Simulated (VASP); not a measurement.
Set up this calculation in VASP 6.6.1, as the native input.

| Item | Value |
| --- | --- |
| Task | single point |
| Functional | PBE |
| Potentials or basis | VASP PAW PBE potentials, release 64 (Si) |
| Cutoff | 520 eV |
| k mesh | 2 × 2 × 2, shifted |
| Occupations | gaussian, width 0.02 eV |
| Spin | no spin polarisation |
| Dipole correction | no |
| Further INCAR settings | LREAL = Auto; ALGO = Normal; EDIFF = 1e-06; NBANDS = 86 |

The structure of Si lies in POSCAR:

```
Si
1.0
   -5.4700936619      5.4700936619     -5.4700936619
   -5.4700936619     -5.4700936619      5.4700936619
    5.4700936619      5.4700936619      5.4700936619
Si
32
Direct
    0.0000000000      0.0000000000      0.2500000000
    0.7500000000      0.2500000000      0.2500000000
    0.7500000000      0.0000000000      0.5000000000
    0.5000000000      0.5000000000      0.2500000000
    0.5000000000      0.2500000000      0.5000000000
    0.5000000000      0.0000000000      0.7500000000
    0.2500000000      0.7500000000      0.2500000000
    0.2500000000      0.5000000000      0.5000000000
    0.2500000000      0.2500000000      0.7500000000
    0.2500000000      0.0000000000      0.0000000000
    0.0000000000      0.7500000000      0.5000000000
    0.0000000000      0.5000000000      0.7500000000
    0.0000000000      0.2500000000      0.0000000000
    0.7500000000      0.7500000000      0.7500000000
    0.7500000000      0.5000000000      0.0000000000
    0.5000000000      0.7500000000      0.0000000000
    0.7500000000      0.7500000000      0.5000000000
    0.5000000000      0.0000000000      0.5000000000
    0.5000000000      0.7500000000      0.7500000000
    0.2500000000      0.2500000000      0.5000000000
    0.2500000000      0.0000000000      0.7500000000
    0.2500000000      0.7500000000      0.0000000000
    0.0000000000      0.5000000000      0.5000000000
    0.0000000000      0.2500000000      0.7500000000
    0.0000000000      0.0000000000      0.0000000000
    0.0000000000      0.7500000000      0.2500000000
    0.7500000000      0.5000000000      0.7500000000
    0.7500000000      0.2500000000      0.0000000000
    0.7500000000      0.0000000000      0.2500000000
    0.5000000000      0.5000000000      0.0000000000
    0.5000000000      0.2500000000      0.2500000000
    0.2500000000      0.5000000000      0.2500000000
```

These files were run (other wordings do the same):

INCAR

```
PREC = Accurate
ENCUT = 520
EDIFF = 1E-6
ISMEAR = 0
SIGMA = 0.02
LREAL = Auto
LASPH = True
NELM = 100
ALGO = Normal
ISIF = 2
LWAVE = False
LCHARG = False
GGA = PE
NBANDS = 86
```

KPOINTS

```
Automatic mesh
0
Gamma
  2 2 2
  0.5 0.5 0.5
```

Potentials or basis: VASP PAW PBE potentials, release 64 (Si).

Command:

```sh
$ cat potpaw_PBE.64/Si/POTCAR > POTCAR
$ mpirun -np 1 vasp_std > vasp.out
```

Results of the run:

The pressure is -0.1 GPa. The band gap on the k mesh is 1.40 eV.

Caveat: a shifted mesh leaves out Γ, where band edges can lie.

Wall time 6.5 min on 1 thread of Intel Xeon 8259CL (shared host), peak memory 0.66 GiB.
